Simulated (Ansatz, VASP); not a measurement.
**Two plane-wave programs on LuHf4O**

```
CELL_PARAMETERS angstrom
5.39454 0.00000 0.00000
-2.69727 4.67181 0.00000
0.00000 0.00000 4.46692
ATOMIC_POSITIONS crystal
Lu 0.00000 0.00000 0.00000
Hf 0.33333 0.66667 0.00000
Hf 0.50062 0.49938 0.50000
Hf 0.50062 0.00123 0.50000
Hf 0.99877 0.49938 0.50000
O 0.66667 0.33333 0.00000
```

Change from the starting cell: species swapped into the CePdPt4 type (P-6m2, No. 187).

Alike in both runs: task relaxation of cell and atoms; functional PBE; k mesh 6 × 6 × 4; occupations gaussian, width 0.1 eV; no spin polarisation.

```csv
,VASP,Ansatz
version,VASP 6.6.1,Ansatz 0.2.0
potentials or method,"VASP PAW PBE potentials, release 64 (Lu, Hf_pv, O), cutoff 600 eV","scalar-relativistic, plane waves, PAW"
valence electrons in the cell,71,135
```

|  | VASP | Ansatz | Ansatz less VASP |
| --- | --- | --- | --- |
| gap on the k mesh at the Fermi level, each at its own relaxed structure (eV) | none | none | - |
| relaxed volume (Å³/atom) | 22.34 | 22.75 | +0.411 |
| relaxed cell length with the largest relative difference (Å) | 6.972 | 7.034 | +0.0622 |

A gap of «none» marks a metal or a gap that the smearing closes. VASP's potentials hold 71 valence electrons a cell and Ansatz's 135, so a difference there can come from the potentials and not from the codes.

Spin-orbit coupling is off throughout. Noted on VASP's run: the volume moved by over 15 % at a fixed basis, so the end points are rough.
